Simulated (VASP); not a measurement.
Write the native input for VASP 6.6.1 that does the following.

```
Task                   : single point
Functional             : PBEsol
Potentials or basis    : VASP PAW PBE potentials, release 64 (Cd, Se)
Cutoff                 : 500 eV
k mesh                 : 8 × 8 × 8
Occupations            : gaussian, width 0.01 eV
Spin                   : no spin polarisation
Dipole correction      : no
Further INCAR settings : ALGO = Normal; EDIFF = 1e-06; NBANDS = 16
```

The structure of CdSe lies in POSCAR:

```
CdSe
1.0
    0.0000000000      3.0410731557      3.0410731557
    3.0410731557      0.0000000000      3.0410731557
    3.0410731557      3.0410731557      0.0000000000
Cd Se
1 1
Direct
    0.0000000000      0.0000000000      0.0000000000
    0.2500000000      0.2500000000      0.2500000000
```

The input as run:

INCAR

```
  PREC = Accurate
  ENCUT = 500
  EDIFF = 1E-6
  ISMEAR = 0
  SIGMA = 0.01
  LREAL = F
  LASPH = T
  NELM = 120
  ALGO = Normal
  ISIF = 2
  LWAVE = F
  LCHARG = F
  GGA = PS
  NBANDS = 16
  GGA_COMPAT = F
```

KPOINTS

```
regular mesh
0
Gamma
  8 8 8
```

Potentials or basis: VASP PAW PBE potentials, release 64 (Cd, Se).

The run is started by

```sh
$ cat potpaw_PBE.64/Cd/POTCAR potpaw_PBE.64/Se/POTCAR > POTCAR
$ mpirun -np 1 vasp_std > vasp.out
```

It gave:

- Pressure: 0.3 GPa
- Band gap on the k mesh: 0.48 eV

Caveat: semilocal functionals underestimate gaps, and a narrow one can read as zero; the PAW data sets were made with another functional, which shifts forces and pressure a little.

Wall time 26 s on 1 thread of Intel Xeon 8259CL, with other jobs on the host, peak memory 0.18 GiB.
